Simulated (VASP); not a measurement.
# Ag3IO (Pm-3m) in VASP: a series of runs

Runs on Ag3IO. Level: PBE. Tasks: single point, relaxation of cell and atoms.

Everything below comes from runs of VASP 6.6.1. Logs are shortened: lines on timing, memory, paths and dates and some standing lists are left out, and cuts for length are marked.

### 1 The cell of the first run

Symmetry: Pm-3m, No. 221, cubic system. Conventional cell: a = 5.285 Å, b = 5.285 Å, c = 5.285 Å, α = 90.00°, β = 90.00°, γ = 90.00°. Ag (site symmetry 4/mmm) has 2 I at 2.64 Å within 3.5 Å. Within 3.5 Å of I (site symmetry m-3m) lie 6 Ag at 2.64 Å. O (site symmetry m-3m) has 12 Ag at 3.74 Å and 8 I at 4.58 Å within 4.9 Å.

### 2 Single point, PBE

Contents of INCAR:

```
PREC = Accurate ; ENCUT = 520
EDIFF = 1E-7 ; ISMEAR = 0
SIGMA = 0.1 ; LREAL = False
LASPH = True ; NELM = 60
ALGO = Normal ; ISIF = 2
LWAVE = False ; LCHARG = True
GGA = PE ; LELF = True
LVHAR = True ; NBANDS = 31
```

Contents of KPOINTS:

```
regular mesh
0
Gamma
  4 4 4
```

Contents of POSCAR:

```
Ag3IO
1.0
    5.2847895100      0.0000000000      0.0000000000
    0.0000000000      5.2847895100      0.0000000000
    0.0000000000      0.0000000000      5.2847895100
Ag I O
3 1 1
Direct
    0.5000000000      0.0000000000      0.0000000000
    0.0000000000      0.5000000000      0.0000000000
    0.0000000000      0.0000000000      0.5000000000
    0.0000000000      0.0000000000      0.0000000000
    0.5000000000      0.5000000000      0.5000000000
```

Potentials or basis: VASP PAW PBE potentials, release 64 (Ag, I, O).

Launch:

```sh
> cat potpaw_PBE.64/Ag/POTCAR potpaw_PBE.64/I/POTCAR potpaw_PBE.64/O/POTCAR > POTCAR
> mpirun -np 1 vasp_std > vasp.out
```

OUTCAR:

```text
PREC = Accurate
   ENCUT = 520
   EDIFF = 1E-7
   ISMEAR = 0
   LREAL = False
   LASPH = True
   NELM = 60
   ISIF = 2
   GGA = PE

 ion  position               nearest neighbor table
   1  0.500  0.000  0.000-   4 2.64   4 2.64
   2  0.000  0.500  0.000-   4 2.64   4 2.64
   3  0.000  0.000  0.500-   4 2.64   4 2.64
   4  0.000  0.000  0.000-   1 2.64   2 2.64   3 2.64   3 2.64   2 2.64   1 2.64
   5  0.500  0.500  0.500-

  LATTYP: Found a simple cubic cell.
 ALAT       =     5.2847895100

  Lattice vectors:

 A1 = (   5.2847895100,   0.0000000000,   0.0000000000)
 A2 = (   0.0000000000,   5.2847895100,   0.0000000000)
 A3 = (   0.0000000000,   0.0000000000,   5.2847895100)

Analysis of symmetry for initial positions (statically):
=====================================================================
 Subroutine PRICEL returns:
 Original cell was already a primitive cell.

 Routine SETGRP: Setting up the symmetry group for a
 simple cubic supercell.

 Subroutine GETGRP returns: Found 48 space group operations
 (whereof 48 operations were pure point group operations)
 out of a pool of 48 trial point group operations.

The static configuration has the point symmetry O_h .

Analysis of symmetry for dynamics (positions and initial velocities):
=====================================================================
 Subroutine PRICEL returns:
 Original cell was already a primitive cell.

 Routine SETGRP: Setting up the symmetry group for a
 simple cubic supercell.

 Subroutine GETGRP returns: Found 48 space group operations
 (whereof 48 operations were pure point group operations)
 out of a pool of 48 trial point group operations.

The dynamic configuration has the point symmetry O_h .

 Subroutine INISYM returns: Found 48 space group operations
 (whereof 48 operations are pure point group operations),
 and found     1 'primitive' translations

----------------------------------------------------------------------------------------

                                     Primitive cell

  volume of cell :     147.5989

  direct lattice vectors                    reciprocal lattice vectors
     5.284789510  0.000000000  0.000000000     0.189222295  0.000000000  0.000000000
     0.000000000  5.284789510  0.000000000     0.000000000  0.189222295  0.000000000
     0.000000000  0.000000000  5.284789510     0.000000000  0.000000000  0.189222295

  length of vectors
     5.284789510  5.284789510  5.284789510     0.189222295  0.189222295  0.189222295

  position of ions in fractional coordinates (direct lattice)
     0.500000000  0.000000000  0.000000000
     0.000000000  0.500000000  0.000000000
     0.000000000  0.000000000  0.500000000
     0.000000000  0.000000000  0.000000000
     0.500000000  0.500000000  0.500000000

  ion indices of the primitive-cell ions
   primitive index   ion index
                 1           1
                 2           2
                 3           3
                 4           4
                 5           5

----------------------------------------------------------------------------------------

 KPOINTS: regular mesh

Automatic generation of k-mesh.
 Grid dimensions read from file:
 generate k-points for:    4    4    4

 Generating k-lattice:

  Cartesian coordinates                     Fractional coordinates (reciprocal lattice)
     0.047305574  0.000000000  0.000000000     0.250000000  0.000000000  0.000000000
     0.000000000  0.047305574  0.000000000     0.000000000  0.250000000  0.000000000
     0.000000000  0.000000000  0.047305574     0.000000000  0.000000000  0.250000000

  Length of vectors
     0.047305574  0.047305574  0.047305574

  Shift w.r.t. Gamma in fractional coordinates (k-lattice)
     0.000000000  0.000000000  0.000000000

 Subroutine IBZKPT returns following result:
 ===========================================

 Found     10 irreducible k-points:

 Following reciprocal coordinates:
            Coordinates               Weight
  0.000000  0.000000  0.000000      1.000000
  0.250000  0.000000  0.000000      6.000000
  0.500000  0.000000  0.000000      3.000000
  0.250000  0.250000  0.000000     12.000000
  0.500000  0.250000  0.000000     12.000000
  0.500000  0.500000  0.000000      3.000000
  0.250000  0.250000  0.250000      8.000000
  0.500000  0.250000  0.250000     12.000000
  0.500000  0.500000  0.250000      6.000000
  0.500000  0.500000  0.500000      1.000000
   k-points           NKPTS =     10   k-points in BZ     NKDIM =     10   number of bands    NBANDS=     31
   number of dos      NEDOS =    301   number of ions     NIONS =      5
   total plane-waves  NPLWV =  64000
   dimension x,y,z NGX =    40 NGY =   40 NGZ =   40
   dimension x,y,z NGXF=    80 NGYF=   80 NGZF=   80
   ions per type =               3   1   1
   NGX,Y,Z   is equivalent  to a cutoff of  12.58, 12.58, 12.58 a.u.
   NGXF,Y,Z  is equivalent  to a cutoff of  25.17, 25.17, 25.17 a.u.
 SYSTEM =  unknown system
   PREC   = accura    normal or accurate (medium, high low for compatibility)
   ISTART =      0    job   : 0-new  1-cont  2-samecut
   ICHARG =      2    charge: 1-file 2-atom 10-const
   ISPIN  =      1    spin polarized calculation?
   LNONCOLLINEAR =      F non collinear calculations
   LSORBIT =      F    spin-orbit coupling
   LASPH  =      T    aspherical Exc in radial PAW
   ENCUT  =  520.0 eV  38.22 Ry    6.18 a.u.   9.83  9.83  9.83*2*pi/ulx,y,z
   NELM   =     60;   NELMIN=  2; NELMDL= -5     # of ELM steps
   EDIFF  = 0.1E-06   stopping-criterion for ELM
   LREAL  =      F    real-space projection
   EDIFFG = 0.1E-05   stopping-criterion for IOM
   NSW    =      0    number of steps for IOM
   IBRION =     -1    ionic relax: 0-MD 1-quasi-New 2-CG
   NFREE  =      0    steps in history (QN), initial steepest desc. (CG)
   ISIF   =      2    stress and relaxation
   ISYM   =      2    0-nonsym 1-usesym 2-fastsym
   POTIM  = 0.5000    time-step for ionic-motion
   TEBEG  =    0.0;   TEEND  =   0.0 temperature during run
   PSTRESS=    0.0 pullay stress
   NELECT =      46.0000    total number of electrons
   NUPDOWN=      -1.0000    fix difference up-down
   EMIN   =  10.00;   EMAX   =-10.00  energy-range for DOS
   EFERMI =   0.00;   METHOD = LEGACY
   ISMEAR =     0;   SIGMA  =   0.10  broadening in eV -4-tet -1-fermi 0-gaus
   EFERMI_NEDOS =   21; number of points for ismear=-14 and -15
   IALGO  =     38    algorithm
   IMIX   =      4    mixing-type and parameters
     AMIX     =   0.40;   BMIX     =  1.00
     AMIX_MAG =   1.60;   BMIX_MAG =  1.00
  volume/ion in A,a.u.               =      29.52       199.21
  Fermi-wavevector in a.u.,A,eV,Ry     =   1.109941  2.097484 16.761945  1.231968
  Thomas-Fermi vector in A             =   2.246486
   LORBIT       =      0    0 simple, 1 ext, 2 COOP (PROOUT), +10 PAW based schemes
   GGA     = PE    functional components
   LHFCALC =     F    Hartree Fock is set to
   AEXX    =    0.0000 exact exchange contribution
   IVDW    =     0    specifies the selected vdW correction
   LEPSILON=     F    determine dielectric tensor
   LRPA    =     F    only Hartree local field effects (RPA)
 non-spin polarized calculation
 Gauss-broadening in eV      SIGMA  =   0.10
  energy-cutoff  :      520.00
  volume of cell :      147.60
 maximum number of plane-waves:      4012
 NGX is ok and might be reduce to    40
   NGX = 19   NGY = 19   NGZ = 19

 number of electron      46.0000007 magnetization

 Free energy of the ion-electron system (eV)
  ---------------------------------------------------
  ext. energy  EPLUGINS =         0.00000000
  ---------------------------------------------------
  free energy    TOTEN  =        -9.56709256 eV

  energy without entropy =       -9.55306417  energy(sigma->0) =       -9.56007837

 E-fermi :   2.9621     XC(G=0):  -8.4868

 val. band max:        2.9571866657   @ k =   0.5000   0.5000   0.0000
 cond. band min:       3.3156613287   @ k =   0.2500   0.0000   0.0000
 fundamental gap:      0.3584746630
 Fermi energy:         2.9620503393

 k-point     1 :       0.0000    0.0000    0.0000
  band No.  band energies     occupation
      1     -13.0901      2.00000
      2     -11.6795      2.00000
      3      -2.7633      2.00000
      4      -2.7633      2.00000
      5      -2.7633      2.00000
      6      -2.3553      2.00000
[... 23 lines left out ...]
     30       9.1886      0.00000
     31       9.1886      0.00000

 k-point     2 :       0.2500    0.0000    0.0000
  band No.  band energies     occupation
      1     -13.0125      2.00000
      2     -11.6793      2.00000
      3      -4.1507      2.00000
      4      -3.1136      2.00000
      5      -3.1136      2.00000
      6      -2.3455      2.00000
[... 23 lines left out ...]
     30       8.2798      0.00000
     31       8.6022      0.00000

 k-point     3 :       0.5000    0.0000    0.0000
  band No.  band energies     occupation
      1     -12.9305      2.00000
      2     -11.6795      2.00000
      3      -4.8639      2.00000
      4      -3.3084      2.00000
      5      -3.3084      2.00000
      6      -2.3355      2.00000
[... 23 lines left out ...]
     30       8.4989      0.00000
     31       8.4989      0.00000

 k-point     4 :       0.2500    0.2500    0.0000
  band No.  band energies     occupation
      1     -12.9334      2.00000
      2     -11.6787      2.00000
      3      -4.2950      2.00000
      4      -4.1815      2.00000
      5      -3.3321      2.00000
      6      -2.2079      2.00000
[... 23 lines left out ...]
     30       7.9594      0.00000
     31       8.4051      0.00000

 k-point     5 :       0.5000    0.2500    0.0000
  band No.  band energies     occupation
      1     -12.8498      2.00000
      2     -11.6782      2.00000
      3      -4.9269      2.00000
      4      -4.3204      2.00000
      5      -3.4879      2.00000
      6      -2.1487      2.00000
[... 23 lines left out ...]
     30       8.2461      0.00000
     31       8.5132      0.00000

 k-point     6 :       0.5000    0.5000    0.0000
  band No.  band energies     occupation
      1     -12.7645      2.00000
      2     -11.6770      2.00000
      3      -4.9860      2.00000
      4      -4.9860      2.00000
      5      -3.6251      2.00000
      6      -1.9616      2.00000
[... 23 lines left out ...]
     30       8.2994      0.00000
     31       8.6833      0.00000

 k-point     7 :       0.2500    0.2500    0.2500
  band No.  band energies     occupation
      1     -12.8526      2.00000
      2     -11.6779      2.00000
      3      -4.3770      2.00000
      4      -4.3770      2.00000
      5      -4.2013      2.00000
      6      -2.1059      2.00000
[... 23 lines left out ...]
     30       9.7749      0.00000
     31       9.7749      0.00000

 k-point     8 :       0.5000    0.2500    0.2500
  band No.  band energies     occupation
      1     -12.7671      2.00000
      2     -11.6771      2.00000
      3      -4.9859      2.00000
      4      -4.4516      2.00000
      5      -4.3386      2.00000
      6      -2.0646      2.00000
[... 23 lines left out ...]
     30       8.4874      0.00000
     31       9.9678      0.00000

 k-point     9 :       0.5000    0.5000    0.2500
  band No.  band energies     occupation
      1     -12.6796      2.00000
      2     -11.6761      2.00000
      3      -5.0415      2.00000
      4      -5.0415      2.00000
      5      -4.4670      2.00000
      6      -1.9478      2.00000
[... 23 lines left out ...]
     30       8.2869      0.00000
     31       8.5613      0.00000

 k-point    10 :       0.5000    0.5000    0.5000
  band No.  band energies     occupation
      1     -12.5894      2.00000
      2     -11.6752      2.00000
      3      -5.0940      2.00000
      4      -5.0940      2.00000
      5      -5.0940      2.00000
      6      -1.9391      2.00000
[... 23 lines left out ...]
     30       8.2744      0.00000
     31       8.2744      0.00000

------------------------ aborting loop because EDIFF is reached ----------------------------------------

  FORCE on cell =-STRESS in cart. coord.  units (eV):
  Direction    XX          YY          ZZ          XY          YZ          ZX
  --------------------------------------------------------------------------------------
  -------------------------------------------------------------------------------------
  Total        0.8929010      0.8929010      0.8929010     -0.0000000     -0.0000000     -0.0000000
  in kB        9.6923880      9.6923880      9.6923880     -0.0000000     -0.0000000     -0.0000000
  external PRESSURE =       9.6923880 kB  Pullay stress =       0.0000000 kB

 VOLUME and BASIS-vectors are now :
 -----------------------------------------------------------------------------
  energy-cutoff  :      520.00
  volume of cell :      147.60
      direct lattice vectors                 reciprocal lattice vectors
     5.284789510  0.000000000  0.000000000     0.189222295  0.000000000  0.000000000
     0.000000000  5.284789510  0.000000000     0.000000000  0.189222295  0.000000000
     0.000000000  0.000000000  5.284789510     0.000000000  0.000000000  0.189222295

 POSITION                                       TOTAL-FORCE (eV/Angst)
 -----------------------------------------------------------------------------------
      2.64239      0.00000      0.00000         0.000000      0.000000      0.000000
      0.00000      2.64239      0.00000         0.000000      0.000000      0.000000
      0.00000      0.00000      2.64239         0.000000      0.000000      0.000000
      0.00000      0.00000      0.00000         0.000000      0.000000      0.000000
      2.64239      2.64239      2.64239         0.000000      0.000000      0.000000
 -----------------------------------------------------------------------------------
    total drift:                               -0.000000      0.000000     -0.000000

  FREE ENERGIE OF THE ION-ELECTRON SYSTEM (eV)
  ---------------------------------------------------
  free  energy   TOTEN  =        -9.5670925592 eV

  energy  without entropy=       -9.5530641729  energy(sigma->0) =       -9.56007837
```

It took 85 s on 1 thread of Intel Xeon Platinum 8488C (Sapphire Rapids), shared host; peak memory 0.26 GiB.

What came out:

```
Free energy            : -9.5671 eV
Pressure               : 1.0 GPa
Band gap on the k mesh : zero (bands 23 and 24 overlap by 0.13 eV)
```

Levels at points of the mesh, in eV from the Fermi level:
```csv
k point,band 21,band 22,band 23,band 24,band 25,band 26
"(0.00, 0.00, 0.00)",-0.95,-0.19,-0.19,-0.19,0.54,0.54
"(0.50, 0.00, 0.00)",-1.25,-0.15,-0.15,0.70,0.77,2.92
"(0.50, 0.50, 0.00)",-0.16,-0.16,-0.06,0.00,1.05,3.84
"(0.50, 0.50, 0.50)",-0.67,-0.67,-0.67,1.97,1.97,1.97
```

Caveat: spin-orbit coupling is left out, which moves the levels of the heavy elements.

### 3 Single point, PBE

This run uses another cell than the first one, of 30.79 Å³/atom.

Contents of INCAR:

```
PREC = Accurate
ENCUT = 520
EDIFF = 1E-6
ISMEAR = 0
SIGMA = 0.1
LREAL = F
LASPH = T
NELM = 100
ALGO = Normal
ISIF = 2
LWAVE = F
LCHARG = F
GGA = PE
NBANDS = 31
```

Contents of KPOINTS:

```
Automatic mesh
0
Gamma
  8 8 8
```

Edit POSCAR of step 2 so:

```diff
@@ -2,5 +2,5 @@
 1.0
-    5.2847895100      0.0000000000      0.0000000000
-    0.0000000000      5.2847895100      0.0000000000
-    0.0000000000      0.0000000000      5.2847895100
+    5.3596900520      0.0000000000      0.0000000000
+    0.0000000000      5.3596900520      0.0000000000
+    0.0000000000      0.0000000000      5.3596900520
 Ag I O
```

Potentials or basis: VASP PAW PBE potentials, release 64 (Ag, I, O).

Launch:

```sh
> cat potpaw_PBE.64/Ag/POTCAR potpaw_PBE.64/I/POTCAR potpaw_PBE.64/O/POTCAR > POTCAR
> mpirun -np 1 vasp_std > vasp.out
```

It took 3.7 min on 1 thread of Intel Xeon Platinum 8488C (Sapphire Rapids), shared host; peak memory 0.34 GiB.

Results (log left out):

- Free energy: -9.5832 eV
- Pressure: -0.1 GPa
- Band gap on the k mesh: zero (bands 23 and 24 overlap by 0.12 eV)

Levels at points of the mesh, in eV from the Fermi level:
| k point | band 21 | band 22 | band 23 | band 24 | band 25 | band 26 |
| --- | --- | --- | --- | --- | --- | --- |
| (0.00, 0.00, 0.00) | -1.05 | -0.19 | -0.19 | -0.19 | 0.48 | 0.48 |
| (0.50, 0.00, 0.00) | -1.25 | -0.15 | -0.15 | 0.63 | 0.68 | 2.76 |
| (0.50, 0.50, 0.00) | -0.17 | -0.17 | -0.07 | -0.06 | 1.12 | 3.62 |
| (0.50, 0.50, 0.50) | -0.62 | -0.62 | -0.62 | 1.97 | 1.97 | 1.97 |

Caveat: spin-orbit coupling is left out, which moves the levels of the heavy elements.

(Continued in part 2 of 2.)
